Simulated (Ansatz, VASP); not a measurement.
# MoS2: VASP beside Ansatz

```
CELL_PARAMETERS angstrom
3.25590 0.00000 0.00000
-1.62795 2.81969 0.00000
0.00000 0.00000 6.36809
ATOMIC_POSITIONS crystal
Mo 0.00000 0.00000 0.50000
S 0.33333 0.66667 0.25532
S 0.66667 0.33333 0.74468
```

Alike in both runs: task single point; functional PBEsol; k mesh 10 × 10 × 5; occupations gaussian, width 0.05 eV; no spin polarisation.

|  | VASP | Ansatz |
| --- | --- | --- |
| version | VASP 6.6.1 | Ansatz 0.2.0 |
| potentials or method | VASP PAW PBE potentials, release 64 (Mo_sv, S), cutoff 520 eV | plane waves, PAW |
| valence electrons in the cell | 26 | 26 |

Ansatz gave:

| Quantity | Value |
| --- | --- |
| pressure (GPa) | -6.5 |
| traceless stress, the component that is largest in VASP (GPa) | 2.37 |

Q: Estimate VASP's values.

A: Pressure (GPa): -6.5; traceless stress, the component that is largest in VASP (GPa): 2.39.

VASP's potentials were made for PBE, not for PBEsol. The functional is the same, so the differences come from potentials, cutoffs and numerics.
